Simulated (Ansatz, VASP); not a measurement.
## One calculation of AlP, two programs

```
Al P
1.0
     2.65656    2.65656    0.00000
    -2.65656    2.65656    0.00000
     0.00000    2.65656    2.65656
Al P
1 1
Direct
  0.00000 0.00000 0.00000
  0.75000 0.25000 0.50000
```

Alike in both runs: task single point; functional LDA; k mesh 8 × 8 × 8; no spin polarisation.

|  | VASP | Ansatz |
| --- | --- | --- |
| version | VASP 6.6.1 | Ansatz 0.2.0 |
| potentials or method | VASP PAW LDA potentials, release 64 (Al, P), cutoff 500 eV | all-electron LAPW, scalar-relativistic |
| occupations | gaussian, width 0.01 eV | fixed |

```csv
,VASP,Ansatz,Ansatz less VASP
gap on the k mesh at the Fermi level (eV),1.27,1.28,+0.007
pressure (GPa),7.1,6.9,-0.15
```

LDA's correlation is that of Perdew and Zunger in VASP and of Perdew and Wang (1992) in Ansatz. Ansatz ran all-electron here, and VASP with PAW potentials.
